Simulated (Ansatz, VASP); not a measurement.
**One calculation of Hf, two programs**

```
CELL_PARAMETERS angstrom
4.90526 0.00000 0.00000
-2.45263 4.24808 0.00000
0.00000 0.00000 3.04946
ATOMIC_POSITIONS crystal
Hf 0.00000 0.00000 0.00000
Hf 0.33333 0.66667 0.50000
Hf 0.66667 0.33333 0.50000
```

Alike in both runs: task single point; functional r2SCAN; k mesh 8 × 8 × 11; occupations fermi-dirac, width 0.1 eV; no spin polarisation.

|  | VASP | Ansatz |
| --- | --- | --- |
| version | VASP 6.6.1 | Ansatz 0.2.0 |
| potentials or method | VASP PAW PBE potentials, release 64 (Hf_pv), cutoff 520 eV | plane waves (500 eV) with PAW, scalar-relativistic |
| valence electrons in the cell | 30 | 78 |

|  | VASP | Ansatz | Ansatz less VASP |
| --- | --- | --- | --- |
| pressure (GPa) | 4.4 | 4.9 | +0.54 |
| traceless stress, the component that is largest in VASP (GPa) | 0.21 | 0.21 | -0.003 |

VASP's potentials were made for PBE, not for r2SCAN. With one functional, cell and mesh, what is left measures potentials, basis and numerics. VASP's potentials hold 30 valence electrons a cell and Ansatz's 78, so a difference there can come from the potentials and not from the codes.

Neither program's run includes spin-orbit coupling.
